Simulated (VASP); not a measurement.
# InGa2P3 (I-4m2) in VASP: single point with PBE

Aim: the single point of InGa2P3 with PBE.

All numbers are computed with VASP 6.6.1; they aren't measurements. Logs are shortened: lines on timing, memory, paths and dates and some standing lists are left out, and cuts for length are marked.

### 1 The cell of the first run

It takes space group I-4m2 (No. 119, tetragonal). Conventional cell: a = 3.989 Å, b = 3.989 Å, c = 17.069 Å, α = 90.00°, β = 90.00°, γ = 90.00°. Within 3.4 Å of In (site symmetry -4m2) lie 4 P at 2.54 Å. Ga (site symmetry 2mm) has 4 P at 2.40 to 2.41 Å within 3.2 Å. P (site symmetry 2mm) has 2 Ga at 2.40 Å and 2 In at 2.54 Å within 3.2 Å. P (site symmetry -4m2) has 4 Ga at 2.41 Å within 3.2 Å.

### 2 Single point, PBE

Contents of INCAR:

```
SYSTEM = InGa2P3
PREC = Accurate ; ENCUT = 520
EDIFF = 1E-6 ; ISMEAR = 0
SIGMA = 0.02 ; LREAL = .FALSE.
LASPH = .TRUE. ; NELM = 100
ALGO = Normal ; ISIF = 2
LWAVE = .FALSE. ; LCHARG = .FALSE.
GGA = PE ; NBANDS = 36
```

Contents of KPOINTS:

```
regular mesh
0
G
  10 10 10
  0 0 0
```

Contents of POSCAR:

```
InGa2P3
1.0
   -1.9942552761      1.9942552761      8.5345968266
    1.9942552761     -1.9942552761      8.5345968266
    1.9942552761      1.9942552761     -8.5345968266
In Ga P
1 2 3
Direct
    0.0000000000      0.0000000000      0.0000000000
    0.6708676351      0.6708676351      0.0000000000
    0.3291323649      0.3291323649      0.0000000000
    0.9074116912      0.4074116912      0.5000000000
    0.2500000000      0.7500000000      0.5000000000
    0.5925883088      0.0925883088      0.5000000000
```

Potentials or basis: VASP PAW PBE potentials, release 64 (In_d, Ga_d, P).

Run with:

```sh
$ cat potpaw_PBE.64/In_d/POTCAR potpaw_PBE.64/Ga_d/POTCAR potpaw_PBE.64/P/POTCAR > POTCAR
$ mpirun -np 1 vasp_std > vasp.out
```

OUTCAR:

```text
SYSTEM = InGa2P3
   PREC = Accurate
   ENCUT = 520
   EDIFF = 1E-6
   ISMEAR = 0
   LREAL = .FALSE.
   LASPH = .TRUE.
   NELM = 100
   ISIF = 2
   GGA = PE

 ion  position               nearest neighbor table
   1  0.000  0.000  0.000-   6 2.54   4 2.54   6 2.54   4 2.54
   2  0.671  0.671  0.000-   6 2.40   6 2.40   5 2.41   5 2.41
   3  0.329  0.329  0.000-   4 2.40   4 2.40   5 2.41   5 2.41
   4  0.907  0.407  0.500-   3 2.40   3 2.40   1 2.54   1 2.54
   5  0.250  0.750  0.500-   3 2.41   2 2.41   3 2.41   2 2.41
   6  0.593  0.093  0.500-   2 2.40   2 2.40   1 2.54   1 2.54

  LATTYP: Found a body centered tetragonal cell.
 ALAT       =     3.9885105522
 C/A-ratio  =     4.2795909475

  Lattice vectors:

 A1 = (  -1.9942552761,   1.9942552761,   8.5345968266)
 A2 = (   1.9942552761,  -1.9942552761,   8.5345968266)
 A3 = (   1.9942552761,   1.9942552761,  -8.5345968266)

Analysis of symmetry for initial positions (statically):
=====================================================================
 Subroutine PRICEL returns:
 Original cell was already a primitive cell.

 Routine SETGRP: Setting up the symmetry group for a
 body centered tetragonal supercell.

 Subroutine GETGRP returns: Found  8 space group operations
 (whereof  8 operations were pure point group operations)
 out of a pool of 16 trial point group operations.

The static configuration has the point symmetry D_2d.

Analysis of symmetry for dynamics (positions and initial velocities):
=====================================================================
 Subroutine PRICEL returns:
 Original cell was already a primitive cell.

 Routine SETGRP: Setting up the symmetry group for a
 body centered tetragonal supercell.

 Subroutine GETGRP returns: Found  8 space group operations
 (whereof  8 operations were pure point group operations)
 out of a pool of 16 trial point group operations.

The dynamic configuration has the point symmetry D_2d.

 Subroutine INISYM returns: Found  8 space group operations
 (whereof  8 operations are pure point group operations),
 and found     1 'primitive' translations

----------------------------------------------------------------------------------------

                                     Primitive cell

[... 98 lines left out ...]
   EDIFF  = 0.1E-05   stopping-criterion for ELM
   LREAL  =      F    real-space projection
   EDIFFG = 0.1E-04   stopping-criterion for IOM
   NSW    =      0    number of steps for IOM
   IBRION =     -1    ionic relax: 0-MD 1-quasi-New 2-CG
   NFREE  =      0    steps in history (QN), initial steepest desc. (CG)
   ISIF   =      2    stress and relaxation
   ISYM   =      2    0-nonsym 1-usesym 2-fastsym
   POTIM  = 0.5000    time-step for ionic-motion
   TEBEG  =    0.0;   TEEND  =   0.0 temperature during run
   PSTRESS=    0.0 pullay stress
   NELECT =      54.0000    total number of electrons
   NUPDOWN=      -1.0000    fix difference up-down
   EMIN   =  10.00;   EMAX   =-10.00  energy-range for DOS
   EFERMI =   0.00;   METHOD = LEGACY
   ISMEAR =     0;   SIGMA  =   0.02  broadening in eV -4-tet -1-fermi 0-gaus
   EFERMI_NEDOS =   21; number of points for ismear=-14 and -15
   IALGO  =     38    algorithm
   IMIX   =      4    mixing-type and parameters
     AMIX     =   0.40;   BMIX     =  1.00
     AMIX_MAG =   1.60;   BMIX_MAG =  1.00
  volume/ion in A,a.u.               =      22.63       152.70
  Fermi-wavevector in a.u.,A,eV,Ry     =   1.203939  2.275115 19.721234  1.449470
  Thomas-Fermi vector in A             =   2.339679
   LORBIT       =      0    0 simple, 1 ext, 2 COOP (PROOUT), +10 PAW based schemes
   GGA     = PE    functional components
   LHFCALC =     F    Hartree Fock is set to
   AEXX    =    0.0000 exact exchange contribution
   IVDW    =     0    specifies the selected vdW correction
   LEPSILON=     F    determine dielectric tensor
   LRPA    =     F    only Hartree local field effects (RPA)
 non-spin polarized calculation
 Gauss-broadening in eV      SIGMA  =   0.02
  energy-cutoff  :      520.00
  volume of cell :      135.77
 maximum number of plane-waves:      3712
 NGX is ok and might be reduce to    70
   NGX = 33   NGY = 33   NGZ = 33

 number of electron      53.9999998 magnetization

 Free energy of the ion-electron system (eV)
  ---------------------------------------------------
  ext. energy  EPLUGINS =         0.00000000
  ---------------------------------------------------
  free energy    TOTEN  =       -26.53244779 eV

  energy without entropy =      -26.53244779  energy(sigma->0) =      -26.53244779

 E-fermi :   4.6852     XC(G=0):  -9.4830

 val. band max:        4.5740786009   @ k =   0.0000   0.0000   0.0000
 cond. band min:       5.5562133570   @ k =   0.0000   0.0000   0.0000
 fundamental gap:      0.9821347561
 Fermi energy:         4.6851833845

 k-point     1 :       0.0000    0.0000    0.0000
  band No.  band energies     occupation
      1     -10.0725      2.00000
      2     -10.0272      2.00000
      3      -9.9918      2.00000
      4      -9.9918      2.00000
      5      -9.9623      2.00000
      6      -9.9623      2.00000
[... 925 lines left out ...]
     35      10.5747      0.00000
     36      11.2905      0.00000

 [... further k-points ...]

------------------------ aborting loop because EDIFF is reached ----------------------------------------

  FORCE on cell =-STRESS in cart. coord.  units (eV):
  Direction    XX          YY          ZZ          XY          YZ          ZX
  --------------------------------------------------------------------------------------
  -------------------------------------------------------------------------------------
  Total        0.0042992      0.0042992     -0.0261956      0.0000000      0.0000000      0.0000000
  in kB        0.0507336      0.0507336     -0.3091255      0.0000000      0.0000000      0.0000000
  external PRESSURE =      -0.0692194 kB  Pullay stress =       0.0000000 kB

 VOLUME and BASIS-vectors are now :
 -----------------------------------------------------------------------------
  energy-cutoff  :      520.00
  volume of cell :      135.77
      direct lattice vectors                 reciprocal lattice vectors
    -1.994255276  1.994255276  8.534596827     0.000000000  0.250720159  0.058585076
     1.994255276 -1.994255276  8.534596827     0.250720159  0.000000000  0.058585076
     1.994255276  1.994255276 -8.534596827     0.250720159  0.250720159  0.000000000

 POSITION                                       TOTAL-FORCE (eV/Angst)
 -----------------------------------------------------------------------------------
      0.00000      0.00000      0.00000        -0.000000      0.000000     -0.000000
      0.00000      0.00000     11.45117         0.000000     -0.000000      0.003406
      0.00000      0.00000      5.61802         0.000000     -0.000000     -0.003406
      0.00000      1.99426      6.95419         0.000000     -0.000000     -0.003231
      1.99426      0.00000      4.26730        -0.000000      0.000000     -0.000000
      0.00000      1.99426      1.58041         0.000000     -0.000000      0.003231
 -----------------------------------------------------------------------------------
    total drift:                                0.000001     -0.000001      0.000000

  FREE ENERGIE OF THE ION-ELECTRON SYSTEM (eV)
  ---------------------------------------------------
  free  energy   TOTEN  =       -26.5324477909 eV

  energy  without entropy=      -26.5324477909  energy(sigma->0) =      -26.53244779
```

It took 36 min on 1 thread of AMD EPYC 7R13 (Zen 3), shared host; peak memory 0.95 GiB.

Results:

| Quantity | Value |
| --- | --- |
| Free energy | -26.5324 eV |
| Pressure | 0.0 GPa |
| Largest force | 0.003 eV/Å |
| Band gap on the k mesh | 0.98 eV |

Forces on the atoms (eV/Å):
```
In   0.000  0.000  0.000
Ga   0.000  0.000  0.003
Ga   0.000  0.000 -0.003
P    0.000  0.000 -0.003
P    0.000  0.000  0.000
P    0.000  0.000  0.003
```

Caveat: spin-orbit coupling is left out, which moves the levels of the heavy elements.
